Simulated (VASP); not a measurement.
Input of a VASP 6.6.1 run:

INCAR

```
ALGO     = Normal         # electronic algorithm
EDIFF    = 1E-6           # SCF threshold, eV
ENCUT    = 520            # plane-wave cutoff, eV
GGA      = PS             # functional
ISIF     = 2              # what is computed and relaxed
ISMEAR   = 0              # smearing method
LASPH    = True           # aspherical terms in the spheres
LCHARG   = False          # write CHGCAR
LREAL    = False          # projectors in reciprocal space
LWAVE    = False          # write WAVECAR
NBANDS   = 16             # bands
NELM     = 80             # most SCF steps
PREC     = Accurate       # precision mode
SIGMA    = 0.01           # smearing width, eV
```

KPOINTS

```
k-points
0
Gamma
  6 6 6
```

Contents of POSCAR:

```
AgCl
1.0
    3.3875622702      0.0000000000      0.0000000000
    0.0000000000      3.3875622702      0.0000000000
    0.0000000000      0.0000000000      3.3875622702
Ag Cl
1 1
Direct
    0.0000000000      0.0000000000      0.0000000000
    0.5000000000      0.5000000000      0.5000000000
```

Potentials or basis: VASP PAW PBE potentials, release 64 (Ag, Cl).

Command:

```sh
$ cat potpaw_PBE.64/Ag/POTCAR potpaw_PBE.64/Cl/POTCAR > POTCAR
$ mpirun -np 1 vasp_std > vasp.out
```

(1) Predict the band gap on the k mesh.

(2) What does it give for the pressure?

Answers

(1) 0.42 eV (least direct gap 2.08 eV).

(2) -2.9 GPa.

Caveat: the PAW data sets were made with another functional, which shifts forces and pressure a little.
